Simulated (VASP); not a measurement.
Here is a VASP 6.6.1 calculation.

INCAR

```
  ALGO = Normal
  EDIFF = 1E-6
  ENCUT = 520
  GGA = PE
  ISIF = 2
  ISMEAR = 0
  LASPH = True
  LCHARG = True
  LELF = True
  LREAL = False
  LVHAR = True
  LWAVE = False
  NBANDS = 9
  NELM = 80
  PREC = Accurate
  SIGMA = 0.1
```

The input KPOINTS:

```
k-points
0
Gamma
  21 21 12
```

The input POSCAR:

```
Be
1.0
    2.3734539687      0.0000000000      0.0000000000
   -1.1867269844      2.0554714317      0.0000000000
    0.0000000000      0.0000000000      3.3926239440
Be
2
Direct
    0.3333333333      0.6666666667      0.2500000000
    0.6666666667      0.3333333333      0.7500000000
```

Potentials or basis: VASP PAW PBE potentials, release 64 (Be).

Run with:

```bash
$ cat potpaw_PBE.64/Be/POTCAR > POTCAR
$ mpirun -np 1 vasp_std > vasp.out
```

Question: What does it give for the band gap on the k mesh?

Answer: Zero (band 2 reaches 7.80 eV, above the bottom of band 3 at 5.09 eV).

Question: What does it give for the pressure?

Answer: -3.0 GPa.

Stress tensor (GPa, compression positive):
```
-11.73   0.00   0.00
  0.00 -11.73   0.00
  0.00   0.00  14.35
```

Caveat: the cell differs from its parent crystal (strained).
